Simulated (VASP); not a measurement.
# TiCo2 (Fd-3m) in VASP: further runs

TiCo2 is run at these levels: r2SCAN; tasks: single point.

Program: VASP 6.6.1. These are calculated values, not measurements. Logs are shortened: lines on timing, memory, paths and dates and some standing lists are left out, and cuts for length are marked.

## Step 1: The cell of the first run

The structure is cubic, space group Fd-3m (No. 227). The conventional cell has a = 6.663 Å, b = 6.663 Å, c = 6.663 Å, α = 90.00°, β = 90.00°, γ = 90.00°. Within 3.6 Å of Ti (site symmetry -43m) lie 12 Co at 2.76 Å and 4 Ti at 2.89 Å. Within 3.1 Å of Co (site symmetry -3m) lie 6 Co at 2.36 Å and 6 Ti at 2.76 Å.

## Step 2: Single point, r2SCAN, collinear spin, ferrimagnetic start

POSCAR reads:

```
TiCo2
1.0
    0.0000000000      3.3315655207      3.3315655207
    3.3315655207      0.0000000000      3.3315655207
    3.3315655207      3.3315655207      0.0000000000
Ti Co
2 4
Direct
    0.5000000000      0.5000000000      0.5000000000
    0.7500000000      0.7500000000      0.7500000000
    0.1250000000      0.1250000000      0.1250000000
    0.6250000000      0.1250000000      0.1250000000
    0.1250000000      0.1250000000      0.6250000000
    0.1250000000      0.6250000000      0.1250000000
```

INCAR.step1 reads:

```
PREC = Accurate ; ENCUT = 520
ISMEAR = 0 ; SIGMA = 0.1
LREAL = False ; LASPH = True
NELM = 150 ; ISPIN = 2
MAGMOM = -0.71 -0.71 1.69 1.69 1.69 1.69 ; LMAXMIX = 4
NBANDS = 43 ; GGA = PE
ALGO = Normal ; EDIFF = 1E-4
LWAVE = True ; LCHARG = False
```

INCAR.step2 reads:

```
PREC = Accurate ; ENCUT = 520
EDIFF = 1E-6 ; ISMEAR = 0
SIGMA = 0.1 ; LREAL = False
LASPH = True ; NELM = 150
ALGO = Normal ; ISIF = 2
LWAVE = False ; LCHARG = False
ISPIN = 2 ; MAGMOM = -0.71 -0.71 1.69 1.69 1.69 1.69
LORBIT = 11 ; LMAXMIX = 4
METAGGA = R2SCAN ; LMIXTAU = True
NBANDS = 43 ; ISTART = 1
```

KPOINTS reads:

```
regular mesh
0
Gamma
  10 10 10
```

Potentials or basis: VASP PAW PBE potentials, release 64 (Ti_sv, Co).

Command:

```console
$ cat potpaw_PBE.64/Ti_sv/POTCAR potpaw_PBE.64/Co/POTCAR > POTCAR
$ cp INCAR.step1 INCAR
$ mpirun -np 1 vasp_std > vasp.out
$ cp INCAR.step2 INCAR
$ mpirun -np 1 vasp_std > vasp.out
```

OUTCAR:

```text
PREC = Accurate
   ENCUT = 520
   EDIFF = 1E-6
   ISMEAR = 0
   LREAL = False
   LASPH = True
   NELM = 150
   ISIF = 2
   ISPIN = 2
   LORBIT = 11
   METAGGA = R2SCAN
   ISTART = 1

 ion  position               nearest neighbor table
   1  0.500  0.500  0.500-   3 2.76   5 2.76   6 2.76   3 2.76   4 2.76   5 2.76   3 2.76   4 2.76
                             6 2.76   4 2.76   5 2.76   6 2.76   2 2.89   2 2.89   2 2.89   2 2.89
   2  0.750  0.750  0.750-   4 2.76   5 2.76   6 2.76   3 2.76   4 2.76   6 2.76   3 2.76   4 2.76
                             5 2.76   3 2.76   5 2.76   6 2.76   1 2.89   1 2.89   1 2.89   1 2.89
   3  0.125  0.125  0.125-   4 2.36   5 2.36   6 2.36   5 2.36   6 2.36   4 2.36   1 2.76   2 2.76
                             1 2.76   2 2.76   1 2.76   2 2.76
   4  0.625  0.125  0.125-   3 2.36   5 2.36   6 2.36   3 2.36   5 2.36   6 2.36   2 2.76   1 2.76
                             1 2.76   2 2.76   2 2.76   1 2.76
   5  0.125  0.125  0.625-   3 2.36   3 2.36   4 2.36   6 2.36   6 2.36   4 2.36   1 2.76   2 2.76
                             1 2.76   2 2.76   1 2.76   2 2.76
   6  0.125  0.625  0.125-   3 2.36   5 2.36   3 2.36   4 2.36   5 2.36   4 2.36   2 2.76   1 2.76
                             2 2.76   2 2.76   1 2.76   1 2.76

  LATTYP: Found a face centered cubic cell.
 ALAT       =     6.6631310414

  Lattice vectors:

 A1 = (   0.0000000000,   3.3315655207,   3.3315655207)
 A2 = (   3.3315655207,   0.0000000000,   3.3315655207)
 A3 = (   3.3315655207,   3.3315655207,   0.0000000000)

Analysis of symmetry for initial positions (statically):
=====================================================================
 Subroutine PRICEL returns:
 Original cell was already a primitive cell.

 Routine SETGRP: Setting up the symmetry group for a
 face centered cubic supercell.

 Subroutine GETGRP returns: Found 48 space group operations
 (whereof 24 operations were pure point group operations)
 out of a pool of 48 trial point group operations.

The static configuration has the point symmetry T_d .
 The point group associated with its full space group is O_h .

Analysis of symmetry for dynamics (positions and initial velocities):
=====================================================================
 Subroutine PRICEL returns:
 Original cell was already a primitive cell.

 Routine SETGRP: Setting up the symmetry group for a
 face centered cubic supercell.

 Subroutine GETGRP returns: Found 48 space group operations
 (whereof 24 operations were pure point group operations)
 out of a pool of 48 trial point group operations.

The dynamic configuration has the point symmetry T_d .
 The point group associated with its full space group is O_h .

Analysis of structural, dynamic, and magnetic symmetry:
=====================================================================
 Subroutine PRICEL returns:
 Original cell was already a primitive cell.

 Routine SETGRP: Setting up the symmetry group for a
 face centered cubic supercell.

 Subroutine GETGRP returns: Found 48 space group operations
 (whereof 24 operations were pure point group operations)
 out of a pool of 48 trial point group operations.

The overall configuration has the point symmetry T_d .
 The point group associated with its full space group is O_h .

 Subroutine INISYM returns: Found 48 space group operations
 (whereof 24 operations are pure point group operations),
 and found     1 'primitive' translations

----------------------------------------------------------------------------------------

                                     Primitive cell

  volume of cell :      73.9563

  direct lattice vectors                    reciprocal lattice vectors
     0.000000000  3.331565521  3.331565521    -0.150079594  0.150079594  0.150079594
     3.331565521  0.000000000  3.331565521     0.150079594 -0.150079594  0.150079594
     3.331565521  3.331565521  0.000000000     0.150079594  0.150079594 -0.150079594

  length of vectors
     4.711545143  4.711545143  4.711545143     0.259945482  0.259945482  0.259945482

  position of ions in fractional coordinates (direct lattice)
     0.500000000  0.500000000  0.500000000
     0.750000000  0.750000000  0.750000000
     0.125000000  0.125000000  0.125000000
     0.625000000  0.125000000  0.125000000
     0.125000000  0.125000000  0.625000000
     0.125000000  0.625000000  0.125000000

  ion indices of the primitive-cell ions
   primitive index   ion index
                 1           1
                 2           2
                 3           3
                 4           4
[... 54 lines left out ...]
  0.400000  0.300000  0.000000     24.000000
 [... further k-points ...]
   k-points           NKPTS =     47   k-points in BZ     NKDIM =     47   number of bands    NBANDS=     43
   number of dos      NEDOS =    301   number of ions     NIONS =      6
   total plane-waves  NPLWV =  46656
   dimension x,y,z NGX =    36 NGY =   36 NGZ =   36
   dimension x,y,z NGXF=    72 NGYF=   72 NGZF=   72
   ions per type =               2   4
   NGX,Y,Z   is equivalent  to a cutoff of  12.70, 12.70, 12.70 a.u.
   NGXF,Y,Z  is equivalent  to a cutoff of  25.41, 25.41, 25.41 a.u.
 SYSTEM =  unknown system
   PREC   = accura    normal or accurate (medium, high low for compatibility)
   ISTART =      1    job   : 0-new  1-cont  2-samecut
   ICHARG =      0    charge: 1-file 2-atom 10-const
   ISPIN  =      2    spin polarized calculation?
   LNONCOLLINEAR =      F non collinear calculations
   LSORBIT =      F    spin-orbit coupling
   LASPH  =      T    aspherical Exc in radial PAW
   ENCUT  =  520.0 eV  38.22 Ry    6.18 a.u.   8.76  8.76  8.76*2*pi/ulx,y,z
   NELM   =    150;   NELMIN=  2; NELMDL=  0     # of ELM steps
   EDIFF  = 0.1E-05   stopping-criterion for ELM
   LREAL  =      F    real-space projection
[... 7 lines left out ...]
   TEBEG  =    0.0;   TEEND  =   0.0 temperature during run
   PSTRESS=    0.0 pullay stress
   NELECT =      60.0000    total number of electrons
   NUPDOWN=      -1.0000    fix difference up-down
   EMIN   =  10.00;   EMAX   =-10.00  energy-range for DOS
   EFERMI =   0.00;   METHOD = LEGACY
   ISMEAR =     0;   SIGMA  =   0.10  broadening in eV -4-tet -1-fermi 0-gaus
   EFERMI_NEDOS =   21; number of points for ismear=-14 and -15
   IALGO  =     38    algorithm
   IMIX   =      4    mixing-type and parameters
     AMIX     =   0.40;   BMIX     =  1.00
     AMIX_MAG =   1.60;   BMIX_MAG =  1.00
  volume/ion in A,a.u.               =      12.33        83.18
  Fermi-wavevector in a.u.,A,eV,Ry     =   1.526864  2.885354 31.719429  2.331312
  Thomas-Fermi vector in A             =   2.634839
   LORBIT       =     11    0 simple, 1 ext, 2 COOP (PROOUT), +10 PAW based schemes
   METAGGA = R2SCAN    functional components
   LHFCALC =     F    Hartree Fock is set to
   AEXX    =    0.0000 exact exchange contribution
   IVDW    =     0    specifies the selected vdW correction
   LEPSILON=     F    determine dielectric tensor
   LRPA    =     F    only Hartree local field effects (RPA)
 spin polarized calculation
 Gauss-broadening in eV      SIGMA  =   0.10
  energy-cutoff  :      520.00
  volume of cell :       73.96
 maximum number of plane-waves:      2012
   NGX = 17   NGY = 17   NGZ = 17

 number of electron      59.9999991 magnetization       4.0414692

 Free energy of the ion-electron system (eV)
  ---------------------------------------------------
  ext. energy  EPLUGINS =         0.00000000
  ---------------------------------------------------
  free energy    TOTEN  =       -80.21365944 eV

  energy without entropy =      -80.19175107  energy(sigma->0) =      -80.20270525

 E-fermi :  10.3283     XC(G=0): -14.0128

 val. band max:       10.3197444329   @ k =   0.4000   0.0000   0.0000
 cond. band min:      10.3355094904   @ k =   0.4000   0.3000   0.0000
 fundamental gap:      0.0157650575
 Fermi energy:        10.3283419799

 spin component 1

 k-point     1 :       0.0000    0.0000    0.0000
  band No.  band energies     occupation
      1     -48.9277      1.00000
      2     -48.8394      1.00000
      3     -24.1816      1.00000
      4     -24.1815      1.00000
      5     -24.1815      1.00000
      6     -23.9890      1.00000
[... 1069 lines left out ...]
     41      13.5426      0.00000
     42      13.5993      0.00000

 [... further k-points ...]

 spin component 2

 k-point     1 :       0.0000    0.0000    0.0000
  band No.  band energies     occupation
      1     -49.6381      1.00000
      2     -49.5455      1.00000
      3     -24.9019      1.00000
      4     -24.9019      1.00000
      5     -24.9019      1.00000
      6     -24.7000      1.00000
[... 1069 lines left out ...]
     41      13.3215      0.00000
     42      13.3482      0.00000

 [... further k-points ...]

 [bands above 42 left out]

------------------------ aborting loop because EDIFF is reached ----------------------------------------

  FORCE on cell =-STRESS in cart. coord.  units (eV):
  Direction    XX          YY          ZZ          XY          YZ          ZX
  --------------------------------------------------------------------------------------
  -------------------------------------------------------------------------------------
  Total        0.9369949      0.9369949      0.9369949     -0.0000000      0.0000000     -0.0000000
  in kB       20.2989116     20.2989116     20.2989116     -0.0000000      0.0000000     -0.0000000
  external PRESSURE =      20.2989116 kB  Pullay stress =       0.0000000 kB

 VOLUME and BASIS-vectors are now :
 -----------------------------------------------------------------------------
  energy-cutoff  :      520.00
  volume of cell :       73.96
      direct lattice vectors                 reciprocal lattice vectors
     0.000000000  3.331565521  3.331565521    -0.150079594  0.150079594  0.150079594
     3.331565521  0.000000000  3.331565521     0.150079594 -0.150079594  0.150079594
     3.331565521  3.331565521  0.000000000     0.150079594  0.150079594 -0.150079594

 POSITION                                       TOTAL-FORCE (eV/Angst)
 -----------------------------------------------------------------------------------
      3.33157      3.33157      3.33157         0.000000     -0.000000      0.000000
      4.99735      4.99735      4.99735         0.000000      0.000000     -0.000000
      0.83289      0.83289      0.83289        -0.000000      0.000000      0.000000
      0.83289      2.49867      2.49867        -0.000000      0.000000      0.000000
      2.49867      2.49867      0.83289        -0.000000      0.000000      0.000000
      2.49867      0.83289      2.49867        -0.000000      0.000000      0.000000
 -----------------------------------------------------------------------------------
    total drift:                                0.000000      0.000000      0.000000

  FREE ENERGIE OF THE ION-ELECTRON SYSTEM (eV)
  ---------------------------------------------------
  free  energy   TOTEN  =       -80.2136594407 eV

  energy  without entropy=      -80.1917510677  energy(sigma->0) =      -80.20270525

 total charge

# of ion       s       p       d       tot
------------------------------------------
    1        2.228   6.162   1.787  10.177
    2        2.228   6.162   1.787  10.177
    3        0.569   0.632   7.242   8.443
    4        0.569   0.632   7.242   8.443
    5        0.569   0.632   7.242   8.443
    6        0.569   0.632   7.242   8.443
--------------------------------------------------
tot          6.731  14.853  32.541  54.125

 magnetization (x)

# of ion       s       p       d       tot
------------------------------------------
    1       -0.008  -0.044  -0.566  -0.617
    2       -0.008  -0.044  -0.566  -0.617
    3        0.009  -0.032   1.486   1.463
    4        0.009  -0.032   1.486   1.463
    5        0.009  -0.032   1.486   1.463
    6        0.009  -0.032   1.486   1.463
--------------------------------------------------
tot          0.020  -0.217   4.813   4.616
```

Run time: 39 min. Hardware: 1 thread of AMD EPYC 7R43 (Zen 3), shared host; peak memory 0.35 GiB.

Results:

| Item | Value |
| --- | --- |
| Free energy | -80.2137 eV |
| Pressure | 2.0 GPa |
| Net moment | 4.04 μB per cell |
| Site moments | Ti -0.62; Co +1.46 μB |
| Valence electrons inside the program's atomic spheres | Ti 10.18; Co 8.44 |

Levels at points of the mesh, in eV from the Fermi level:
Spin up:
```csv
k point,band 28,band 29,band 30,band 31,band 32,band 33,band 34,band 35,band 36,band 37
"(0.00, 0.00, 0.00)",-1.34,-0.74,-0.74,-0.74,-0.71,-0.71,-0.71,0.89,0.89,0.89
"(0.50, 0.00, 0.00)",-1.98,-1.98,-0.74,0.17,0.17,0.52,0.52,0.54,0.54,0.74
"(0.50, 0.50, 0.00)",-2.34,-1.93,-1.93,-0.69,-0.69,0.78,0.78,1.17,1.17,1.38
```
Spin down:
```
           k point  band 24  band 25  band 26  band 27  band 28  band 29  band 30  band 31  band 32  band 33
(0.00, 0.00, 0.00)    -0.69    -0.69    -0.69     0.05     0.05     0.05     0.22     0.22     0.79     0.94
(0.50, 0.00, 0.00)    -1.73    -0.41    -0.41    -0.05    -0.05    -0.01     0.36     0.36     0.47     0.59
(0.50, 0.50, 0.00)    -2.00    -1.67    -1.67    -0.26    -0.26     0.17     0.17     0.39     0.39     0.97
```

Caveat: the PAW data sets were made with another functional, which shifts forces and pressure a little.

## Step 3: Single point, r2SCAN, collinear spin, ferrimagnetic start

This run uses another cell than the first one, of 12.60 Å³/atom.

Edit POSCAR of step 2 so:

```diff
@@ -2,5 +2,5 @@
 1.0
-    0.0000000000      3.3315655207      3.3315655207
-    3.3315655207      0.0000000000      3.3315655207
-    3.3315655207      3.3315655207      0.0000000000
+    0.0000000000      3.3563914019      3.3563914019
+    3.3563914019      0.0000000000      3.3563914019
+    3.3563914019      3.3563914019      0.0000000000
 Ti Co
```

INCAR.step1 reads:

```
ALGO = Normal
EDIFF = 1E-4
ENCUT = 520
GGA = PE
ISMEAR = 0
ISPIN = 2
LASPH = T
LCHARG = F
LMAXMIX = 4
LREAL = F
LWAVE = T
MAGMOM = -0.71 -0.71 1.69 1.69 1.69 1.69
NBANDS = 43
NELM = 150
PREC = Accurate
SIGMA = 0.1
```

INCAR.step2 reads:

```
ALGO = Normal
EDIFF = 1E-7
ENCUT = 520
ISIF = 2
ISMEAR = 0
ISPIN = 2
ISTART = 1
LASPH = T
LCHARG = T
LELF = T
LMAXMIX = 4
LMIXTAU = T
LORBIT = 11
LREAL = F
LVHAR = T
LWAVE = F
MAGMOM = -0.71 -0.71 1.69 1.69 1.69 1.69
METAGGA = R2SCAN
NBANDS = 43
NELM = 150
PREC = Accurate
SIGMA = 0.1
```

KPOINTS reads:

```
k-points
0
Gamma
  10 10 10
```

Potentials or basis: VASP PAW PBE potentials, release 64 (Ti_sv, Co).

Command:

```console
$ cat potpaw_PBE.64/Ti_sv/POTCAR potpaw_PBE.64/Co/POTCAR > POTCAR
$ cp INCAR.step1 INCAR
$ mpirun -np 1 vasp_std > vasp.out
$ cp INCAR.step2 INCAR
$ mpirun -np 1 vasp_std > vasp.out
```

Wall time 26 min (1 thread of AMD EPYC 9R45 (Zen 5), shared host); peak memory 0.38 GiB.

Results (log left out):

```yaml
Free_energy: -80.2138 eV
Pressure: -2.0 GPa
Net_moment: 4.08 μB per cell
Site_moments: Ti -0.66; Co +1.51 μB
Valence_electrons_inside_the_program's_atomic_spheres: Ti 10.15; Co 8.39
```

Levels at points of the mesh, in eV from the Fermi level:
Spin up:
```csv
k point,band 28,band 29,band 30,band 31,band 32,band 33,band 34,band 35,band 36,band 37
"(0.00, 0.00, 0.00)",-1.28,-0.82,-0.82,-0.82,-0.67,-0.67,-0.67,0.89,0.89,0.89
"(0.50, 0.00, 0.00)",-2.01,-2.01,-0.82,0.20,0.20,0.47,0.47,0.55,0.55,0.72
"(0.50, 0.50, 0.00)",-2.37,-1.96,-1.96,-0.70,-0.70,0.79,0.79,1.09,1.09,1.36
```
Spin down:
```tsv
k point	band 26	band 27	band 28	band 29	band 30	band 31
(0.00, 0.00, 0.00)	-0.66	0.07	0.07	0.07	0.25	0.25
(0.50, 0.00, 0.00)	-0.39	-0.06	-0.06	0.01	0.35	0.35
(0.50, 0.50, 0.00)	-1.62	-0.24	-0.24	0.17	0.17	0.41
```

Caveat: the PAW data sets were made with another functional, which shifts forces and pressure a little.

## Step 4: Single point, r2SCAN, collinear spin, ferrimagnetic start (equal strain along all axes, cell held: +2.0 %)

Edit POSCAR of step 3 so:

```diff
@@ -2,5 +2,5 @@
 1.0
-    0.0000000000      3.3563914019      3.3563914019
-    3.3563914019      0.0000000000      3.3563914019
-    3.3563914019      3.3563914019      0.0000000000
+    0.0000000000      3.4105610004      3.4105610004
+    3.4105610004      0.0000000000      3.4105610004
+    3.4105610004      3.4105610004      0.0000000000
 Ti Co
```

INCAR.step1 reads:

```
  ALGO = Normal
  EDIFF = 1E-4
  ENCUT = 520
  GGA = PE
  ISMEAR = 0
  ISPIN = 2
  LASPH = True
  LCHARG = False
  LMAXMIX = 4
  LREAL = False
  LWAVE = True
  MAGMOM = -0.71 -0.71 1.69 1.69 1.69 1.69
  NBANDS = 43
  NELM = 150
  PREC = Accurate
  SIGMA = 0.1
```

INCAR.step2 reads:

```
  ALGO = Normal
  EDIFF = 1E-6
  ENCUT = 520
  ISIF = 2
  ISMEAR = 0
  ISPIN = 2
  ISTART = 1
  LASPH = True
  LCHARG = False
  LMAXMIX = 4
  LMIXTAU = True
  LORBIT = 11
  LREAL = False
  LWAVE = False
  MAGMOM = -0.71 -0.71 1.69 1.69 1.69 1.69
  METAGGA = R2SCAN
  NBANDS = 43
  NELM = 150
  PREC = Accurate
  SIGMA = 0.1
```

KPOINTS is that of step 3.

Command:

```console
$ cat potpaw_PBE.64/Ti_sv/POTCAR potpaw_PBE.64/Co/POTCAR > POTCAR
$ cp INCAR.step1 INCAR
$ mpirun -np 1 vasp_std > vasp.out
$ cp INCAR.step2 INCAR
$ mpirun -np 1 vasp_std > vasp.out
```

It took 44 min on 1 thread of Oxide Virtual Turin-like, shared host; peak memory 0.38 GiB.

The run converged. Its results:

```
Free energy                                           : -80.0801 eV
Pressure                                              : -9.3 GPa
Net moment                                            : 4.10 μB per cell
Site moments                                          : Ti -0.75; Co +1.59 μB
Valence electrons inside the program's atomic spheres : Ti 10.10; Co 8.30
```

Levels at points of the mesh, in eV from the Fermi level:
Spin up:
| k point | band 29 | band 30 | band 31 | band 32 | band 33 | band 34 | band 35 | band 36 |
| --- | --- | --- | --- | --- | --- | --- | --- | --- |
| (0.00, 0.00, 0.00) | -0.97 | -0.97 | -0.97 | -0.59 | -0.59 | -0.59 | 0.89 | 0.89 |
| (0.50, 0.00, 0.00) | -2.07 | -0.97 | 0.27 | 0.27 | 0.39 | 0.39 | 0.58 | 0.58 |
| (0.50, 0.50, 0.00) | -2.02 | -2.02 | -0.71 | -0.71 | 0.77 | 0.77 | 0.96 | 0.96 |
Spin down:
| k point | band 25 | band 26 | band 27 | band 28 | band 29 | band 30 | band 31 | band 32 |
| --- | --- | --- | --- | --- | --- | --- | --- | --- |
| (0.00, 0.00, 0.00) | -0.63 | -0.63 | 0.10 | 0.11 | 0.11 | 0.32 | 0.32 | 0.62 |
| (0.50, 0.00, 0.00) | -0.35 | -0.35 | -0.10 | -0.10 | 0.05 | 0.34 | 0.34 | 0.37 |
| (0.50, 0.50, 0.00) | -1.52 | -1.52 | -0.20 | -0.20 | 0.18 | 0.18 | 0.46 | 0.46 |

Caveat: the cell differs from its parent crystal (equal strain along all axes, cell held: +2.0 %); the cell stands under tension; the PAW data sets were made with another functional, which shifts forces and pressure a little.

## Step 5: Summary

| cell | gap on the mesh (eV) | pressure (GPa) | moment (μB) |
| --- | --- | --- | --- |
| a = 4.712 Å, angles 60.0°, 6 atoms | none | 2.0 | 4.04 |
| a = 4.747 Å, angles 60.0°, 6 atoms | none | -2.0 | 4.08 |
| a = 4.823 Å, angles 60.0°, 6 atoms | none | -9.3 | 4.10 |

Alike in all rows: task single point; level r2SCAN; potentials or basis VASP PAW PBE potentials, release 64 (Ti_sv, Co); spin collinear, ferrimagnetic start; k mesh 10 × 10 × 10; cutoff (eV) 520; smearing gaussian 0.1 eV.

Caveats: the PAW data sets were made with another functional, which shifts forces and pressure a little; the cell stands under tension (at least some runs).

Total energies depend on the potentials used, so only differences within one code and one set of settings carry meaning.
